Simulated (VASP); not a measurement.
# CuAu (P2_13) in VASP: relaxation of cell and atoms with PBE

Aim: the relaxation of cell and atoms of CuAu with PBE.

Everything below comes from runs of VASP 6.6.1. Logs are shortened: lines on timing, memory, paths and dates and some standing lists are left out, and cuts for length are marked.

### Step 1. The cell of the first run

The structure is cubic, space group P2_13 (No. 198). The conventional cell has a = 4.980 Å, b = 4.980 Å, c = 4.980 Å, α = 90.00°, β = 90.00°, γ = 90.00°. Within 3.5 Å of Cu (site symmetry 3) lie 7 Au at 2.66 to 2.67 Å and 6 Cu at 3.08 Å. Au (site symmetry 3) has 7 Cu at 2.66 to 2.67 Å and 6 Au at 3.08 Å within 3.5 Å.

### Step 2. Relaxation of cell and atoms, PBE

INCAR reads:

```
SYSTEM = CuAu
ALGO     = Fast           ! electronic algorithm
EDIFF    = 1E-6           ! SCF threshold, eV
EDIFFG   = -0.01          ! ionic threshold
ENCUT    = 600            ! plane-wave cutoff, eV
GGA      = PE             ! functional
IBRION   = 2              ! ionic algorithm
ISIF     = 3              ! what is computed and relaxed
ISMEAR   = 0              ! smearing method
LASPH    = .True.         ! aspherical terms in the spheres
LCHARG   = .False.        ! write CHGCAR
LREAL    = .False.        ! projectors in reciprocal space
LWAVE    = .False.        ! write WAVECAR
NELM     = 80             ! most SCF steps
NSW      = 100            ! ionic steps
PREC     = Accurate       ! precision mode
SIGMA    = 0.1            ! smearing width, eV
```

KPOINTS reads:

```
k-points
0
Gamma
  8 8 8
  0 0 0
```

POSCAR reads:

```
CuAu
1.0
    4.9802420642      0.0000000000      0.0000000000
    0.0000000000      4.9802420642      0.0000000000
    0.0000000000      0.0000000000      4.9802420642
Cu Au
4 4
Direct
    0.1540251842      0.1540251842      0.1540251842
    0.3459748158      0.8459748158      0.6540251842
    0.6540251842      0.3459748158      0.8459748158
    0.8459748158      0.6540251842      0.3459748158
    0.8452363277      0.8452363277      0.8452363277
    0.6547636723      0.1547636723      0.3452363277
    0.3452363277      0.6547636723      0.1547636723
    0.1547636723      0.3452363277      0.6547636723
```

Potentials or basis: VASP PAW PBE potentials, release 64 (Cu, Au).

On the command line:

```bash
$ cat potpaw_PBE.64/Cu/POTCAR potpaw_PBE.64/Au/POTCAR > POTCAR
$ mpirun -np 1 vasp_std > vasp.out
```

OUTCAR:

```text
SYSTEM = CuAu
   EDIFF = 1E-6
   EDIFFG = -0.01
   ENCUT = 600
   GGA = PE
   IBRION = 2
   ISIF = 3
   ISMEAR = 0
   LASPH = .True.
   LREAL = .False.
   NELM = 80
   NSW = 100
   PREC = Accurate

 ion  position               nearest neighbor table
   1  0.154  0.154  0.154-   6 2.66   7 2.66   8 2.66   5 2.66   7 2.67   8 2.67   6 2.67
   2  0.346  0.846  0.654-   5 2.66   7 2.66   8 2.66   6 2.66   7 2.67   8 2.67   5 2.67
   3  0.654  0.346  0.846-   5 2.66   6 2.66   8 2.66   7 2.66   8 2.67   6 2.67   5 2.67
   4  0.846  0.654  0.346-   5 2.66   6 2.66   7 2.66   8 2.66   6 2.67   5 2.67   7 2.67
   5  0.845  0.845  0.845-   2 2.66   3 2.66   4 2.66   1 2.66   3 2.67   4 2.67   2 2.67   6 3.08
                             7 3.08   8 3.08   6 3.08   8 3.08   7 3.08
   6  0.655  0.155  0.345-   1 2.66   3 2.66   4 2.66   2 2.66   3 2.67   4 2.67   1 2.67   8 3.08
                             5 3.08   5 3.08   7 3.08   7 3.08   8 3.08
   7  0.345  0.655  0.155-   1 2.66   2 2.66   4 2.66   3 2.66   4 2.67   2 2.67   1 2.67   8 3.08
                             5 3.08   8 3.08   6 3.08   6 3.08   5 3.08
   8  0.155  0.345  0.655-   1 2.66   2 2.66   3 2.66   4 2.66   2 2.67   1 2.67   3 2.67   7 3.08
                             5 3.08   7 3.08   5 3.08   6 3.08   6 3.08

  LATTYP: Found a simple cubic cell.
 ALAT       =     4.9802420642

  Lattice vectors:

 A1 = (   4.9802420642,   0.0000000000,   0.0000000000)
 A2 = (   0.0000000000,   4.9802420642,   0.0000000000)
 A3 = (   0.0000000000,   0.0000000000,   4.9802420642)

Analysis of symmetry for initial positions (statically):
=====================================================================
 Subroutine PRICEL returns:
 Original cell was already a primitive cell.

 Routine SETGRP: Setting up the symmetry group for a
 simple cubic supercell.

 Subroutine GETGRP returns: Found 12 space group operations
 (whereof  3 operations were pure point group operations)
 out of a pool of 48 trial point group operations.

The static configuration has the point symmetry C_3 .
 The point group associated with its full space group is T   .

Analysis of symmetry for dynamics (positions and initial velocities):
=====================================================================
 Subroutine PRICEL returns:
 Original cell was already a primitive cell.

 Routine SETGRP: Setting up the symmetry group for a
 simple cubic supercell.

 Subroutine GETGRP returns: Found 12 space group operations
 (whereof  3 operations were pure point group operations)
 out of a pool of 48 trial point group operations.

The dynamic configuration has the point symmetry C_3 .
 The point group associated with its full space group is T   .

 Subroutine INISYM returns: Found 12 space group operations
 (whereof  3 operations are pure point group operations),
 and found     1 'primitive' translations

----------------------------------------------------------------------------------------

                                     Primitive cell

  volume of cell :     123.5240

  direct lattice vectors                    reciprocal lattice vectors
     4.980242064  0.000000000  0.000000000     0.200793453  0.000000000  0.000000000
     0.000000000  4.980242064  0.000000000     0.000000000  0.200793453  0.000000000
     0.000000000  0.000000000  4.980242064     0.000000000  0.000000000  0.200793453

  length of vectors
     4.980242064  4.980242064  4.980242064     0.200793453  0.200793453  0.200793453

  position of ions in fractional coordinates (direct lattice)
     0.154025184  0.154025184  0.154025184
     0.345974816  0.845974816  0.654025184
     0.654025184  0.345974816  0.845974816
     0.845974816  0.654025184  0.345974816
     0.845236328  0.845236328  0.845236328
     0.654763672  0.154763672  0.345236328
     0.345236328  0.654763672  0.154763672
     0.154763672  0.345236328  0.654763672

  ion indices of the primitive-cell ions
   primitive index   ion index
                 1           1
                 2           2
                 3           3
                 4           4
                 5           5
                 6           6
                 7           7
                 8           8

----------------------------------------------------------------------------------------

 KPOINTS: k-points

Automatic generation of k-mesh.
 Grid dimensions read from file:
 generate k-points for:    8    8    8

 Generating k-lattice:

  Cartesian coordinates                     Fractional coordinates (reciprocal lattice)
     0.025099182  0.000000000  0.000000000     0.125000000  0.000000000  0.000000000
     0.000000000  0.025099182  0.000000000     0.000000000  0.125000000  0.000000000
     0.000000000  0.000000000  0.025099182     0.000000000  0.000000000  0.125000000

  Length of vectors
     0.025099182  0.025099182  0.025099182

  Shift w.r.t. Gamma in fractional coordinates (k-lattice)
     0.000000000  0.000000000  0.000000000

 Subroutine IBZKPT returns following result:
 ===========================================

 Found     45 irreducible k-points:

 Following reciprocal coordinates:
            Coordinates               Weight
  0.000000  0.000000  0.000000      1.000000
  0.125000  0.000000  0.000000      6.000000
  0.250000  0.000000  0.000000      6.000000
  0.375000  0.000000  0.000000      6.000000
  0.500000  0.000000  0.000000      3.000000
  0.125000  0.125000  0.000000     12.000000
[... 16 lines left out ...]
  0.250000  0.125000  0.125000     24.000000
  0.375000  0.125000  0.125000     24.000000
 [... further k-points ...]
   k-points           NKPTS =     45   k-points in BZ     NKDIM =     45   number of bands    NBANDS=     52
   number of dos      NEDOS =    301   number of ions     NIONS =      8
   total plane-waves  NPLWV =  64000
   dimension x,y,z NGX =    40 NGY =   40 NGZ =   40
   dimension x,y,z NGXF=    80 NGYF=   80 NGZF=   80
   ions per type =               4   4
   NGX,Y,Z   is equivalent  to a cutoff of  13.35, 13.35, 13.35 a.u.
   NGXF,Y,Z  is equivalent  to a cutoff of  26.70, 26.70, 26.70 a.u.
 SYSTEM =  CuAu
   PREC   = accura    normal or accurate (medium, high low for compatibility)
   ISTART =      0    job   : 0-new  1-cont  2-samecut
   ICHARG =      2    charge: 1-file 2-atom 10-const
   ISPIN  =      1    spin polarized calculation?
   LNONCOLLINEAR =      F non collinear calculations
   LSORBIT =      F    spin-orbit coupling
   LASPH  =      T    aspherical Exc in radial PAW
   ENCUT  =  600.0 eV  44.10 Ry    6.64 a.u.   9.95  9.95  9.95*2*pi/ulx,y,z
   NELM   =     80;   NELMIN=  2; NELMDL= -5     # of ELM steps
   EDIFF  = 0.1E-05   stopping-criterion for ELM
   LREAL  =      F    real-space projection
   EDIFFG = -.1E-01   stopping-criterion for IOM
   NSW    =    100    number of steps for IOM
   IBRION =      2    ionic relax: 0-MD 1-quasi-New 2-CG
   NFREE  =      1    steps in history (QN), initial steepest desc. (CG)
   ISIF   =      3    stress and relaxation
   ISYM   =      2    0-nonsym 1-usesym 2-fastsym
   POTIM  = 0.5000    time-step for ionic-motion
   TEBEG  =    0.0;   TEEND  =   0.0 temperature during run
   PSTRESS=    0.0 pullay stress
   NELECT =      88.0000    total number of electrons
   NUPDOWN=      -1.0000    fix difference up-down
   EMIN   =  10.00;   EMAX   =-10.00  energy-range for DOS
   EFERMI =   0.00;   METHOD = LEGACY
   ISMEAR =     0;   SIGMA  =   0.10  broadening in eV -4-tet -1-fermi 0-gaus
   EFERMI_NEDOS =   21; number of points for ismear=-14 and -15
   IALGO  =     68    algorithm
   IMIX   =      4    mixing-type and parameters
     AMIX     =   0.40;   BMIX     =  1.00
     AMIX_MAG =   1.60;   BMIX_MAG =  1.00
  volume/ion in A,a.u.               =      15.44       104.20
  Fermi-wavevector in a.u.,A,eV,Ry     =   1.462128  2.763020 29.086767  2.137817
  Thomas-Fermi vector in A             =   2.578378
   LORBIT       =      0    0 simple, 1 ext, 2 COOP (PROOUT), +10 PAW based schemes
   GGA     = PE    functional components
   LHFCALC =     F    Hartree Fock is set to
   AEXX    =    0.0000 exact exchange contribution
   IVDW    =     0    specifies the selected vdW correction
   LEPSILON=     F    determine dielectric tensor
   LRPA    =     F    only Hartree local field effects (RPA)
 conjugate gradient relaxation of ions
 non-spin polarized calculation
 RMM-DIIS sequential band-by-band and
 Gauss-broadening in eV      SIGMA  =   0.10
  energy-cutoff  :      600.00
  volume of cell :      123.52
 maximum number of plane-waves:      4224
   NGX = 19   NGY = 19   NGZ = 19

--------------------------------------- Ionic step        1  -------------------------------------------

 number of electron      87.9999969 magnetization

 Free energy of the ion-electron system (eV)
  ---------------------------------------------------
  ext. energy  EPLUGINS =         0.00000000
  ---------------------------------------------------
  free energy    TOTEN  =       -27.77691737 eV

  energy without entropy =      -27.76530959  energy(sigma->0) =      -27.77111348

------------------------ aborting loop because EDIFF is reached ----------------------------------------

  FORCE on cell =-STRESS in cart. coord.  units (eV):
  Direction    XX          YY          ZZ          XY          YZ          ZX
  --------------------------------------------------------------------------------------
  -------------------------------------------------------------------------------------
  Total       -0.2078284     -0.2078284     -0.2078284      0.0000000      0.0000000      0.0000000
  in kB       -2.6956541     -2.6956541     -2.6956541      0.0000000      0.0000000      0.0000000
  external PRESSURE =      -2.6956541 kB  Pullay stress =       0.0000000 kB
[... 107 lines left out ...]
  FREE ENERGIE OF THE ION-ELECTRON SYSTEM (eV)
  ---------------------------------------------------
  free  energy   TOTEN  =       -27.7768451586 eV

  energy  without entropy=      -27.7652425211  energy(sigma->0) =      -27.77104384

[... ionic steps 4 to 7 ...]

--------------------------------------- Ionic step        8  -------------------------------------------

 number of electron      87.9999969 magnetization

------------------------ aborting loop because EDIFF is reached ----------------------------------------

  FORCE on cell =-STRESS in cart. coord.  units (eV):
  Direction    XX          YY          ZZ          XY          YZ          ZX
  --------------------------------------------------------------------------------------
  -------------------------------------------------------------------------------------
  Total       -0.0420922     -0.0420922     -0.0420922      0.0000000      0.0000000      0.0000000
  in kB       -0.5463500     -0.5463500     -0.5463500      0.0000000      0.0000000      0.0000000
  external PRESSURE =      -0.5463500 kB  Pullay stress =       0.0000000 kB
[... 69 lines left out ...]
  energy  without entropy=      -27.7655412954  energy(sigma->0) =      -27.77134989

--------------------------------------- Ionic step       10  -------------------------------------------

 number of electron      87.9999975 magnetization

 Free energy of the ion-electron system (eV)
  ---------------------------------------------------
  ext. energy  EPLUGINS =         0.00000000
  ---------------------------------------------------
  free energy    TOTEN  =       -27.77737534 eV

  energy without entropy =      -27.76572831  energy(sigma->0) =      -27.77155183

 E-fermi :   7.8381     XC(G=0): -12.3051

 val. band max:        7.8270369901   @ k =   0.5000   0.5000   0.3750
 cond. band min:       7.8587082941   @ k =   0.3750   0.1250   0.1250
 fundamental gap:      0.0316713041
 Fermi energy:         7.8381492565

 k-point     1 :       0.0000    0.0000    0.0000
  band No.  band energies     occupation
      1      -1.3195      2.00000
      2       1.9118      2.00000
      3       1.9118      2.00000
      4       1.9118      2.00000
      5       2.4950      2.00000
      6       2.4950      2.00000
[... 1309 lines left out ...]
     51      13.2763      0.00000
     52      13.9930      0.00000

 [... further k-points ...]

------------------------ aborting loop because EDIFF is reached ----------------------------------------

  FORCE on cell =-STRESS in cart. coord.  units (eV):
  Direction    XX          YY          ZZ          XY          YZ          ZX
  --------------------------------------------------------------------------------------
  -------------------------------------------------------------------------------------
  Total        0.0618296      0.0618296      0.0618296     -0.0000000     -0.0000000      0.0000000
  in kB        0.8032792      0.8032792      0.8032792     -0.0000000     -0.0000000      0.0000000
  external PRESSURE =       0.8032792 kB  Pullay stress =       0.0000000 kB
[... 23 lines left out ...]
  FREE ENERGIE OF THE ION-ELECTRON SYSTEM (eV)
  ---------------------------------------------------
  free  energy   TOTEN  =       -27.7773753389 eV

  energy  without entropy=      -27.7657283122  energy(sigma->0) =      -27.77155183

 reached required accuracy - stopping structural energy minimisation
```

Run time: 19 min. Hardware: 1 thread of Intel Xeon 6975P-C (Granite Rapids), shared host; peak memory 0.46 GiB.

What came out:

| Quantity | Value |
| --- | --- |
| Free energy | -27.7774 eV |
| Relaxed volume | 15.42 Å³/atom |
| Relaxed cell | a = 4.978 Å, b = 4.978 Å, c = 4.978 Å, α = 90.00°, β = 90.00°, γ = 90.00° |
| Space group after relaxing (to 0.1 Å) | P2_13 (No. 198) |
| Energy gained by relaxing | 0.1 meV/atom |
| Ionic steps | 10 |
| Pressure after relaxing | 0.1 GPa |
| Largest force after relaxing | 0.005 eV/Å |
| Band gap on the k mesh | zero (bands 44 and 45 overlap by 1.19 eV) |

Forces in eV/Å, atoms in the order of the input:
```
Cu  -0.003 -0.003 -0.003
Cu   0.003  0.003 -0.003
Cu  -0.003  0.003  0.003
Cu   0.003 -0.003  0.003
Au   0.002  0.002  0.002
Au  -0.002 -0.002  0.002
Au   0.002 -0.002 -0.002
Au  -0.002  0.002 -0.002
```

Step by step:
```tsv
step	energy change (eV)	largest force (eV/Å)	pressure (GPa)	volume (Å³)
1	0.0000	0.0346	-0.27	123.52
2	0.0002	0.0240	0.11	123.06
3	0.0001	0.0253	0.37	123.11
4	-0.0001	0.0321	0.61	123.30
5	-0.0001	0.0338	0.12	123.43
6	-0.0001	0.0338	-0.05	123.44
7	-0.0001	0.0317	0.12	123.43
8	-0.0001	0.0332	-0.05	123.44
9	-0.0002	0.0213	-0.20	123.41
10	-0.0005	0.0051	0.08	123.32
```

Final structure:
```yaml
crystal:
  lattice:
    - [4.97752, 0.00000, 0.00000]
    - [0.00000, 4.97752, 0.00000]
    - [0.00000, 0.00000, 4.97752]
  atoms:
    - { symbol: Cu, position: [0.15380, 0.15380, 0.15380] }
    - { symbol: Cu, position: [0.34620, 0.84620, 0.65380] }
    - { symbol: Cu, position: [0.65380, 0.34620, 0.84620] }
    - { symbol: Cu, position: [0.84620, 0.65380, 0.34620] }
    - { symbol: Au, position: [0.84581, 0.84581, 0.84581] }
    - { symbol: Au, position: [0.65419, 0.15419, 0.34581] }
    - { symbol: Au, position: [0.34581, 0.65419, 0.15419] }
    - { symbol: Au, position: [0.15419, 0.34581, 0.65419] }
```

Levels at points of the mesh, in eV from the Fermi level:
```tsv
k point	band 41	band 42	band 43	band 44	band 45	band 46	band 47	band 48
(0.00, 0.00, 0.00)	-1.67	-0.03	-0.03	-0.03	1.06	1.06	1.06	6.13
(0.50, 0.00, 0.00)	-1.51	-1.51	0.10	0.10	1.67	1.67	2.14	2.14
(0.50, 0.50, 0.00)	-1.48	-1.48	-1.47	-1.47	2.24	2.24	2.68	2.68
(0.50, 0.50, 0.50)	-1.06	-1.06	-1.06	-1.06	-0.67	-0.67	-0.67	-0.67
```

Caveat: spin-orbit coupling is left out, which moves the levels of the heavy elements.
